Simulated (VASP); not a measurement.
Set up this calculation in VASP 6.6.1, as the native input.

| Property | Result |
| --- | --- |
| Task | single point |
| Functional | PBE |
| Potentials or basis | VASP PAW PBE potentials, release 64 (Ba_sv, Ti_sv, O) |
| Cutoff | 600 eV |
| k mesh | 7 × 7 × 4 |
| Occupations | fermi-dirac, width 0.05 eV |
| Spin | no spin polarisation |
| Dipole correction | no |
| Further INCAR settings | ALGO = Normal; EDIFF = 1e-06; NBANDS = 51 |

The structure of BaTiO3 lies in POSCAR:

```
BaTiO3
1.0
   -3.8026815600     -0.0565824300     -0.0218151200
   -0.0219143800     -0.0316798600     -4.1303348800
   -0.1131648500     -7.9735119900     -0.0630727200
Ba Ti O
2 2 6
Direct
    0.0448632200      0.9091655200      0.4951147700
    0.0081490700      0.9218096000      0.0244139700
    0.4571922900      0.5205716900      0.2053866900
    0.5023170900      0.4706432600      0.7622527500
    0.4814408900      0.0399323300      0.2403903200
    0.4562898900      0.0729788900      0.6935651600
    0.5380255000      0.5405856500      0.4498035800
    0.5290554000      0.5579957200      0.0305001400
    0.9820232500      0.4573982800      0.2603804500
    0.0006434100      0.5089190600      0.8381921600
```

One way to write it, as run:

INCAR

```
SYSTEM = BaTiO3
PREC     = Accurate       ! precision mode
ENCUT    = 600            ! plane-wave cutoff, eV
EDIFF    = 1E-6           ! SCF threshold, eV
ISMEAR   = -1             ! smearing method
SIGMA    = 0.05           ! smearing width, eV
LREAL    = .FALSE.        ! projectors in reciprocal space
LASPH    = .TRUE.         ! aspherical terms in the spheres
NELM     = 120            ! most SCF steps
ALGO     = Normal         ! electronic algorithm
ISIF     = 2              ! what is computed and relaxed
LWAVE    = .FALSE.        ! write WAVECAR
LCHARG   = .FALSE.        ! write CHGCAR
GGA      = PE             ! functional
NBANDS   = 51             ! bands
GGA_COMPAT= .FALSE.
```

KPOINTS

```
Automatic mesh
0
G
  7 7 4
  0 0 0
```

Potentials or basis: VASP PAW PBE potentials, release 64 (Ba_sv, Ti_sv, O).

Launch:

```bash
$ cat potpaw_PBE.64/Ba_sv/POTCAR potpaw_PBE.64/Ti_sv/POTCAR potpaw_PBE.64/O/POTCAR > POTCAR
$ mpirun -np 1 vasp_std > vasp.out
```

It gave:

```json
{"Pressure": "40.7 GPa", "Largest force": "29.043 eV/Å", "Band gap on the k mesh": "0.33 eV (least direct gap 0.45 eV)"}
```

Caveat: atoms lie so close that the PAW spheres overlap strongly, which falsifies energies and pressures; the stress differs along the axes, from 23 to 65 GPa; semilocal functionals underestimate gaps, and a narrow one can read as zero; spin-orbit coupling is left out, which moves the levels of the heavy elements; forces of over 1 eV/Å act on the atoms, so gaps and moduli don't describe the material at rest.

It took 11 min on 1 thread of Intel(R) Xeon(R) 6975P-C (Granite Rapids), with other jobs on the host, peak memory 0.71 GiB.
